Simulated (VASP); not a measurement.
Input of a VASP 6.6.1 run:

File POSCAR:

```
KI
1.0
    0.0000000000      3.5445661619      3.5445661619
    3.5445661619      0.0000000000      3.5445661619
    3.5445661619      3.5445661619      0.0000000000
K I
1 1
Direct
    0.0000000000      0.0000000000      0.0000000000
    0.5000000000      0.5000000000      0.5000000000
```

File INCAR.step1:

```
PREC = Accurate
ENCUT = 500
EDIFF = 1E-8
ISMEAR = 0
SIGMA = 0.01
LREAL = F
LASPH = T
NELM = 80
ALGO = Normal
LWAVE = T
LCHARG = F
GGA = PE
```

File INCAR.step2:

```
PREC = Accurate
ENCUT = 500
EDIFF = 1E-8
ISMEAR = 0
SIGMA = 0.01
LREAL = F
LASPH = T
NELM = 1
ALGO = Exact
LWAVE = T
LCHARG = F
GGA = PE
NBANDS = 152
LOPTICS = T
ISTART = 1
```

Contents of INCAR.step3:

```
PREC = Accurate
ENCUT = 500
EDIFF = 1E-8
ISMEAR = 0
SIGMA = 0.01
LREAL = F
LASPH = T
ALGO = EVGW0
LWAVE = F
LCHARG = F
GGA = PE
NELMGW = 1
NBANDS = 152
ENCUTGW = 80.0
NOMEGA = 48
PRECFOCK = Fast
ISTART = 1
NBANDSGW = 16
```

File KPOINTS:

```
Automatic mesh
0
Gamma
  6 6 6
```

Potentials or basis: VASP PAW PBE potentials, release 64 (K_sv_GW, I_GW).

The run is started by

```sh
$ cat potpaw_PBE.64/K_sv_GW/POTCAR potpaw_PBE.64/I_GW/POTCAR > POTCAR
$ cp INCAR.step1 INCAR
$ mpirun -np 1 vasp_std > vasp.out
$ cp INCAR.step2 INCAR
$ mpirun -np 1 vasp_std > vasp.out
$ cp INCAR.step3 INCAR
$ mpirun -np 1 vasp_std > vasp.out
```

Problem. Estimate the quasiparticle gap.

Solution. 5.95 eV.

Problem. What does it give for the least direct quasiparticle gap?

Solution. 5.95 eV.

Problem. Estimate the band gap on the k mesh, mean-field level.

Solution. 3.93 eV, direct.

Caveat: bands, screening cutoff and mesh are small and nothing is extrapolated, so the quasiparticle values aren't converged; spin-orbit coupling is left out, which moves the levels of the heavy elements.
